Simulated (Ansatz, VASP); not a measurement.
# Ir: VASP beside Ansatz

```xyz
4
Lattice="4.4593 0.0000 0.0000 -2.2296 3.8618 0.0000 0.0000 0.0000 7.3764" Properties=species:S:1:pos:R:3 pbc="T T T"
Ir    0.0000    2.5746    0.4650
Ir    2.2296    1.2873    4.1532
Ir    0.0000    2.5746    3.2232
Ir    2.2296    1.2873    6.9115
```

Alike in both runs: task relaxation of cell and atoms; functional LDA; k mesh 6 × 6 × 4; occupations gaussian, width 0.1 eV; no spin polarisation.

|  | VASP | Ansatz |
| --- | --- | --- |
| version | VASP 6.6.1 | Ansatz 0.2.0 |
| potentials or method | VASP PAW LDA potentials, release 64 (Ir), cutoff 600 eV | scalar-relativistic, plane waves, PAW |
| valence electrons in the cell | 36 | 68 |

```csv
,VASP,Ansatz,Ansatz less VASP
"gap on the k mesh at the Fermi level, each at its own relaxed structure (eV)",none,none,-
relaxed volume (Å³/atom),20.65,20.63,-0.024
relaxed cell length with the largest relative difference (Å),6.187,6.182,-0.0046
```

LDA's correlation is that of Perdew and Zunger in VASP and of Perdew and Wang (1992) in Ansatz. A gap of «none» marks a metal or a gap that the smearing closes. VASP's potentials hold 36 valence electrons a cell and Ansatz's 68, so a difference there can come from the potentials and not from the codes.

Spin-orbit coupling is off throughout. Noted on VASP's run: the volume moved by over 15 % at a fixed basis, so the end points are rough.
